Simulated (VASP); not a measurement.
# Zn4SeS3 (P3m1) in VASP: single point with PBE

Aim: the single point of Zn4SeS3 with PBE.

All numbers are computed with VASP 6.6.1; they aren't measurements. Logs are shortened: lines on timing, memory, paths and dates and some standing lists are left out, and cuts for length are marked.

### 1 The cell of the first run

Symmetry: P3m1, No. 156, trigonal system. The conventional cell has a = 3.895 Å, b = 3.895 Å, c = 12.787 Å, α = 90.00°, β = 90.00°, γ = 120.00°. Zn (site symmetry 3m) has 4 S at 2.37 to 2.38 Å within 3.1 Å. Zn (site symmetry 3m) has 1 S at 2.35 Å and 3 Se at 2.43 Å within 3.1 Å. Zn (site symmetry 3m) has 3 S at 2.37 Å and 1 Se at 2.48 Å within 3.1 Å. Within 3.1 Å of Zn (site symmetry 3m) lie 4 S at 2.36 to 2.38 Å. Within 3.2 Å of Se (site symmetry 3m) lie 4 Zn at 2.43 to 2.48 Å. Within 3.1 Å of S (site symmetry 3m) lie 4 Zn at 2.37 Å. S (site symmetry 3m) has 4 Zn at 2.35 to 2.38 Å within 3.1 Å. S (site symmetry 3m) has 4 Zn at 2.36 to 2.38 Å within 3.1 Å.

### 2 Single point, PBE

File INCAR:

```
ALGO     = Normal         # electronic algorithm
EDIFF    = 1E-6           # SCF threshold, eV
ENCUT    = 520            # plane-wave cutoff, eV
GGA      = PE             # functional
ISIF     = 2              # what is computed and relaxed
ISMEAR   = 0              # smearing method
LASPH    = T              # aspherical terms in the spheres
LCHARG   = F              # write CHGCAR
LREAL    = F              # projectors in reciprocal space
LWAVE    = F              # write WAVECAR
NBANDS   = 46             # bands
NELM     = 80             # most SCF steps
PREC     = Accurate       # precision mode
SIGMA    = 0.02           # smearing width, eV
```

File KPOINTS:

```
k-points
0
Gamma
  12 12 2
```

File POSCAR:

```
Zn4SeS3
1.0
    3.8952318848      0.0000000000      0.0000000000
   -1.9476159424      3.3733697659      0.0000000000
    0.0000000000      0.0000000000     12.7871985773
Zn Se S
4 1 3
Direct
    0.3333333333      0.6666666667      0.0000430219
    0.3333333333      0.6666666667      0.5113189428
    0.6666666667      0.3333333333      0.2443612263
    0.6666666667      0.3333333333      0.7552169004
    0.6666666667      0.3333333333      0.4385318064
    0.3333333333      0.6666666667      0.1849940219
    0.3333333333      0.6666666667      0.6953928982
    0.6666666667      0.3333333333      0.9401411820
```

Potentials or basis: VASP PAW PBE potentials, release 64 (Zn, Se, S).

Run with:

```console
$ cat potpaw_PBE.64/Zn/POTCAR potpaw_PBE.64/Se/POTCAR potpaw_PBE.64/S/POTCAR > POTCAR
$ mpirun -np 1 vasp_std > vasp.out
```

OUTCAR:

```text
EDIFF = 1E-6
   ENCUT = 520
   GGA = PE
   ISIF = 2
   ISMEAR = 0
   LASPH = T
   LREAL = F
   NELM = 80
   PREC = Accurate

 ion  position               nearest neighbor table
   1  0.333  0.667  0.000-   6 2.37   8 2.38   8 2.38   8 2.38
   2  0.333  0.667  0.511-   7 2.35   5 2.43   5 2.43   5 2.43
   3  0.667  0.333  0.244-   6 2.37   6 2.37   6 2.37   5 2.48
   4  0.667  0.333  0.755-   8 2.36   7 2.38   7 2.38   7 2.38
   5  0.667  0.333  0.439-   2 2.43   2 2.43   2 2.43   3 2.48
   6  0.333  0.667  0.185-   1 2.37   3 2.37   3 2.37   3 2.37
   7  0.333  0.667  0.695-   2 2.35   4 2.38   4 2.38   4 2.38
   8  0.667  0.333  0.940-   4 2.36   1 2.38   1 2.38   1 2.38

  LATTYP: Found a hexagonal cell.
 ALAT       =     3.8952318848
 C/A-ratio  =     3.2827823748

  Lattice vectors:

 A1 = (   3.8952318848,   0.0000000000,   0.0000000000)
 A2 = (  -1.9476159424,   3.3733697659,   0.0000000000)
 A3 = (   0.0000000000,   0.0000000000,  12.7871985773)

Analysis of symmetry for initial positions (statically):
=====================================================================
 Subroutine PRICEL returns:
 Original cell was already a primitive cell.

 Routine SETGRP: Setting up the symmetry group for a
 hexagonal supercell.

 Subroutine GETGRP returns: Found  6 space group operations
 (whereof  6 operations were pure point group operations)
 out of a pool of 24 trial point group operations.

The static configuration has the point symmetry C_3v.

Analysis of symmetry for dynamics (positions and initial velocities):
=====================================================================
 Subroutine PRICEL returns:
 Original cell was already a primitive cell.

 Routine SETGRP: Setting up the symmetry group for a
 hexagonal supercell.

 Subroutine GETGRP returns: Found  6 space group operations
 (whereof  6 operations were pure point group operations)
 out of a pool of 24 trial point group operations.

The dynamic configuration has the point symmetry C_3v.

 Subroutine INISYM returns: Found  6 space group operations
 (whereof  6 operations are pure point group operations),
 and found     1 'primitive' translations

----------------------------------------------------------------------------------------

                                     Primitive cell

  volume of cell :     168.0245

  direct lattice vectors                    reciprocal lattice vectors
     3.895231885  0.000000000  0.000000000     0.256724126  0.148219743  0.000000000
    -1.947615942  3.373369766  0.000000000     0.000000000  0.296439486  0.000000000
     0.000000000  0.000000000 12.787198577     0.000000000  0.000000000  0.078203212

  length of vectors
     3.895231885  3.895231885 12.787198577     0.296439486  0.296439486  0.078203212

  position of ions in fractional coordinates (direct lattice)
     0.333333333  0.666666667  0.000043022
     0.333333333  0.666666667  0.511318943
     0.666666667  0.333333333  0.244361226
     0.666666667  0.333333333  0.755216900
     0.666666667  0.333333333  0.438531806
     0.333333333  0.666666667  0.184994022
     0.333333333  0.666666667  0.695392898
     0.666666667  0.333333333  0.940141182

  ion indices of the primitive-cell ions
   primitive index   ion index
                 1           1
                 2           2
                 3           3
                 4           4
                 5           5
                 6           6
                 7           7
                 8           8

----------------------------------------------------------------------------------------

 KPOINTS: k-points

Automatic generation of k-mesh.
 Grid dimensions read from file:
 generate k-points for:   12   12    2

 Generating k-lattice:

  Cartesian coordinates                     Fractional coordinates (reciprocal lattice)
     0.021393677  0.012351645  0.000000000     0.083333333  0.000000000  0.000000000
     0.000000000  0.024703291  0.000000000     0.000000000  0.083333333  0.000000000
     0.000000000  0.000000000  0.039101606     0.000000000  0.000000000  0.500000000

  Length of vectors
     0.024703291  0.024703291  0.039101606

  Shift w.r.t. Gamma in fractional coordinates (k-lattice)
     0.000000000  0.000000000  0.000000000

 Subroutine IBZKPT returns following result:
 ===========================================

 Found     38 irreducible k-points:

 Following reciprocal coordinates:
            Coordinates               Weight
  0.000000  0.000000  0.000000      1.000000
  0.083333 -0.000000  0.000000      6.000000
  0.166667 -0.000000  0.000000      6.000000
  0.250000 -0.000000  0.000000      6.000000
  0.333333  0.000000  0.000000      6.000000
  0.416667 -0.000000  0.000000      6.000000
[... 16 lines left out ...]
  0.250000 -0.000000  0.500000      6.000000
  0.333333  0.000000  0.500000      6.000000
 [... further k-points ...]
   k-points           NKPTS =     38   k-points in BZ     NKDIM =     38   number of bands    NBANDS=     46
   number of dos      NEDOS =    301   number of ions     NIONS =      8
   total plane-waves  NPLWV =  86400
   dimension x,y,z NGX =    30 NGY =   30 NGZ =   96
   dimension x,y,z NGXF=    60 NGYF=   60 NGZF=  192
   ions per type =               4   1   3
   NGX,Y,Z   is equivalent  to a cutoff of  12.80, 12.80, 12.48 a.u.
   NGXF,Y,Z  is equivalent  to a cutoff of  25.61, 25.61, 24.96 a.u.
 SYSTEM =  unknown system
   PREC   = accura    normal or accurate (medium, high low for compatibility)
   ISTART =      0    job   : 0-new  1-cont  2-samecut
   ICHARG =      2    charge: 1-file 2-atom 10-const
   ISPIN  =      1    spin polarized calculation?
   LNONCOLLINEAR =      F non collinear calculations
   LSORBIT =      F    spin-orbit coupling
   LASPH  =      T    aspherical Exc in radial PAW
   ENCUT  =  520.0 eV  38.22 Ry    6.18 a.u.   7.24  7.24 23.78*2*pi/ulx,y,z
   NELM   =     80;   NELMIN=  2; NELMDL= -5     # of ELM steps
   EDIFF  = 0.1E-05   stopping-criterion for ELM
   LREAL  =      F    real-space projection
   EDIFFG = 0.1E-04   stopping-criterion for IOM
   NSW    =      0    number of steps for IOM
   IBRION =     -1    ionic relax: 0-MD 1-quasi-New 2-CG
   NFREE  =      0    steps in history (QN), initial steepest desc. (CG)
   ISIF   =      2    stress and relaxation
   ISYM   =      2    0-nonsym 1-usesym 2-fastsym
   POTIM  = 0.5000    time-step for ionic-motion
   TEBEG  =    0.0;   TEEND  =   0.0 temperature during run
   PSTRESS=    0.0 pullay stress
   NELECT =      72.0000    total number of electrons
   NUPDOWN=      -1.0000    fix difference up-down
   EMIN   =  10.00;   EMAX   =-10.00  energy-range for DOS
   EFERMI =   0.00;   METHOD = LEGACY
   ISMEAR =     0;   SIGMA  =   0.02  broadening in eV -4-tet -1-fermi 0-gaus
   EFERMI_NEDOS =   21; number of points for ismear=-14 and -15
   IALGO  =     38    algorithm
   IMIX   =      4    mixing-type and parameters
     AMIX     =   0.40;   BMIX     =  1.00
     AMIX_MAG =   1.60;   BMIX_MAG =  1.00
  volume/ion in A,a.u.               =      21.00       141.74
  Fermi-wavevector in a.u.,A,eV,Ry     =   1.234226  2.332349 20.725950  1.523314
  Thomas-Fermi vector in A             =   2.368925
   LORBIT       =      0    0 simple, 1 ext, 2 COOP (PROOUT), +10 PAW based schemes
   GGA     = PE    functional components
   LHFCALC =     F    Hartree Fock is set to
   AEXX    =    0.0000 exact exchange contribution
   IVDW    =     0    specifies the selected vdW correction
   LEPSILON=     F    determine dielectric tensor
   LRPA    =     F    only Hartree local field effects (RPA)
 non-spin polarized calculation
 Gauss-broadening in eV      SIGMA  =   0.02
  energy-cutoff  :      520.00
  volume of cell :      168.02
 maximum number of plane-waves:      4548
 NGX is ok and might be reduce to    30
   NGX = 15   NGY = 15   NGZ = 47

 number of electron      72.0000025 magnetization

 Free energy of the ion-electron system (eV)
  ---------------------------------------------------
  ext. energy  EPLUGINS =         0.00000000
  ---------------------------------------------------
  free energy    TOTEN  =       -26.48935791 eV

  energy without entropy =      -26.48935791  energy(sigma->0) =      -26.48935791

 E-fermi :   2.2010     XC(G=0):  -9.4248

 val. band max:        2.0626011116   @ k =   0.0000   0.0000   0.0000
 cond. band min:       3.5736230996   @ k =   0.0000   0.0000   0.0000
 fundamental gap:      1.5110219880
 Fermi energy:         2.2009790124

 k-point     1 :       0.0000    0.0000    0.0000
  band No.  band energies     occupation
      1     -11.2639      2.00000
      2     -10.8881      2.00000
      3     -10.8500      2.00000
      4     -10.4116      2.00000
      5      -4.5782      2.00000
      6      -4.5769      2.00000
[... 38 lines left out ...]
     45       8.3076      0.00000
     46       8.3720      0.00000

 k-point     2 :       0.0833   -0.0000    0.0000
  band No.  band energies     occupation
      1     -11.2208      2.00000
      2     -10.8530      2.00000
      3     -10.8129      2.00000
      4     -10.3871      2.00000
      5      -4.5826      2.00000
      6      -4.5721      2.00000
[... 38 lines left out ...]
     45       8.3355      0.00000
     46       8.4870      0.00000

 k-point     3 :       0.1667   -0.0000    0.0000
  band No.  band energies     occupation
      1     -11.0975      2.00000
      2     -10.7546      2.00000
      3     -10.7088      2.00000
      4     -10.3208      2.00000
      5      -4.5852      2.00000
      6      -4.5682      2.00000
[... 38 lines left out ...]
     45       8.4133      0.00000
     46       8.8657      0.00000

 k-point     4 :       0.2500   -0.0000    0.0000
  band No.  band energies     occupation
      1     -10.9133      2.00000
      2     -10.6133      2.00000
      3     -10.5589      2.00000
      4     -10.2334      2.00000
      5      -4.5806      2.00000
      6      -4.5616      2.00000
[... 920 lines left out ...]
     45       8.4769      0.00000
     46       8.5250      0.00000

 k-point    23 :       0.2500   -0.0000    0.5000
  band No.  band energies     occupation
      1     -10.8508      2.00000
      2     -10.7879      2.00000
      3     -10.3515      2.00000
      4     -10.3288      2.00000
      5      -4.5842      2.00000
      6      -4.5635      2.00000
[... 38 lines left out ...]
     45       8.8633      0.00000
     46       8.9438      0.00000

 k-point    24 :       0.3333    0.0000    0.5000
  band No.  band energies     occupation
      1     -10.6550      2.00000
      2     -10.5908      2.00000
      3     -10.2582      2.00000
      4     -10.2161      2.00000
      5      -4.5758      2.00000
      6      -4.5465      2.00000
[... 38 lines left out ...]
     45       9.0373      0.00000
     46       9.0769      0.00000

 [... further k-points ...]
[... 5 lines left out ...]
  --------------------------------------------------------------------------------------
  -------------------------------------------------------------------------------------
  Total        0.1712536      0.1712536      0.1895467     -0.0000000     -0.0000000      0.0000000
  in kB        1.6329682      1.6329682      1.8073996     -0.0000000     -0.0000000      0.0000000
  external PRESSURE =       1.6911120 kB  Pullay stress =       0.0000000 kB

 VOLUME and BASIS-vectors are now :
 -----------------------------------------------------------------------------
  energy-cutoff  :      520.00
  volume of cell :      168.02
      direct lattice vectors                 reciprocal lattice vectors
     3.895231885  0.000000000  0.000000000     0.256724126  0.148219743  0.000000000
    -1.947615942  3.373369766  0.000000000     0.000000000  0.296439486  0.000000000
     0.000000000  0.000000000 12.787198577     0.000000000  0.000000000  0.078203212

 POSITION                                       TOTAL-FORCE (eV/Angst)
 -----------------------------------------------------------------------------------
     -0.00000      2.24891      0.00055         0.000000     -0.000000     -0.001298
     -0.00000      2.24891      6.53834        -0.000000     -0.000000      0.001033
      1.94762      1.12446      3.12470         0.000000     -0.000000     -0.003280
      1.94762      1.12446      9.65711        -0.000000      0.000000     -0.000852
      1.94762      1.12446      5.60759         0.000000      0.000000     -0.003348
     -0.00000      2.24891      2.36556        -0.000000      0.000000      0.001194
     -0.00000      2.24891      8.89213         0.000000      0.000000      0.004848
      1.94762      1.12446     12.02177        -0.000000      0.000000      0.001703
 -----------------------------------------------------------------------------------
    total drift:                               -0.000001     -0.000001     -0.001278

  FREE ENERGIE OF THE ION-ELECTRON SYSTEM (eV)
  ---------------------------------------------------
  free  energy   TOTEN  =       -26.4893579104 eV

  energy  without entropy=      -26.4893579104  energy(sigma->0) =      -26.48935791
```

It took 6.4 min on 1 thread of AMD EPYC 7R43 (Zen 3), shared host; peak memory 0.39 GiB.

Results:

```yaml
Free_energy: -26.4894 eV
Pressure: 0.2 GPa
Largest_force: 0.005 eV/Å
Band_gap_on_the_k_mesh: 1.51 eV, direct
```

Forces in eV/Å, atoms in the order of the input:
```
Zn   0.000  0.000 -0.001
Zn   0.000  0.000  0.001
Zn   0.000  0.000 -0.003
Zn   0.000  0.000 -0.001
Se   0.000  0.000 -0.003
S    0.000  0.000  0.001
S    0.000  0.000  0.005
S    0.000  0.000  0.002
```

Levels at points of the mesh, in eV from the valence-band top:
| k point | band 32 | band 33 | band 34 | band 35 | band 36 | band 37 | band 38 | band 39 | band 40 | band 41 |
| --- | --- | --- | --- | --- | --- | --- | --- | --- | --- | --- |
| (0.00, 0.00, 0.00) | -0.70 | -0.70 | -0.41 | 0.00 | 0.00 | 1.51 | 2.49 | 2.84 | 3.22 | 5.84 |
| (0.50, 0.00, 0.00) | -1.98 | -1.96 | -1.73 | -1.71 | -1.00 | 3.03 | 3.06 | 3.24 | 3.67 | 4.66 |
| (0.00, 0.00, 0.50) | -1.04 | -0.64 | -0.64 | -0.01 | -0.01 | 2.39 | 2.43 | 2.54 | 3.00 | 5.68 |
| (0.50, 0.00, 0.50) | -2.20 | -1.75 | -1.55 | -1.53 | -1.07 | 2.97 | 2.97 | 3.26 | 3.45 | 5.17 |

A k mesh can miss the band edges. A hybrid or GW would open this gap; PBE tends to underestimate it.
